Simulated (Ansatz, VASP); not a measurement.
**Two plane-wave programs on BP**

The input POSCAR:

```
BP
1.0
    0.0000000000      2.2226808807      2.2226808807
    2.2226808807      0.0000000000      2.2226808807
    2.2226808807      2.2226808807      0.0000000000
P B
1 1
Direct
    0.7500000000      0.7500000000      0.7500000000
    0.0000000000      0.0000000000      0.0000000000
```

The input INCAR.step1:

```
SYSTEM = BP
PREC = Accurate
ENCUT = 520
EDIFF = 1E-5
ISMEAR = -1
SIGMA = 0.05
LREAL = .False.
LASPH = .True.
NELM = 100
ALGO = Normal
ISIF = 2
LWAVE = .True.
LCHARG = .False.
NBANDS = 11
GGA = PE
```

The input INCAR.step2:

```
SYSTEM = BP
PREC = Accurate
ENCUT = 520
EDIFF = 1E-6
ISMEAR = -1
SIGMA = 0.05
LREAL = .False.
LASPH = .True.
NELM = 100
ALGO = Normal
ISIF = 2
LWAVE = .False.
LCHARG = .False.
METAGGA = R2SCAN
LHFCALC = .True.
AEXX = 0.25
LMIXTAU = .True.
PRECFOCK = Normal
NBANDS = 11
ISTART = 1
```

KPOINTS

```
Automatic mesh
0
Gamma
  5 5 5
  0 0 0
```

The input input.yaml:

```yaml
crystal:
  lattice:
    - [0.0, 2.2226808807, 2.2226808807]
    - [2.2226808807, 0.0, 2.2226808807]
    - [2.2226808807, 2.2226808807, 0.0]
  atoms:
    - { symbol: P, position: [0.75, 0.75, 0.75] }
    - { symbol: B, position: [0.0, 0.0, 0.0] }
hamiltonian:
  xc: r2scan0
  pseudopotentials: { kind: paw }
kpoints:
  mp_grid: { grid: [5, 5, 5] }
scf:
  occupations: { method: fermi_dirac, width: 0.05 }
output:
  forces: true
  stress: true
  eigenvalues: true
  write_density: true
  write_potential: true
  elf: true
  volumetric_format: npy
```

Alike in both runs: task single point; functional r2SCAN0; k mesh 5 × 5 × 5; occupations fermi-dirac, width 0.05 eV; no spin polarisation.

|  | VASP | Ansatz |
| --- | --- | --- |
| version | VASP 6.6.1 | Ansatz 0.2.0 |
| potentials or method | VASP PAW PBE potentials, release 64 (P, B) | Ansatz PAW |
| plane-wave cutoff (eV) | 520 | 500 |
| valence electrons in the cell | 8 | 8 |

|  | VASP | Ansatz | Ansatz less VASP |
| --- | --- | --- | --- |
| gap on the k mesh at the Fermi level (eV) | 2.75 | 2.69 | -0.059 |
| least direct gap on the mesh (eV) | 5.30 | 5.23 | -0.070 |
| pressure (GPa) | 9.1 | 10.0 | +0.89 |

VASP's potentials were made for PBE, not for r2SCAN0.

The k mesh is coarse, so the values compare programs but aren't converged. Noted on Ansatz's run: odd divisions of the mesh miss points on the zone boundary, where band edges often lie, so the gap on the mesh can be too wide.
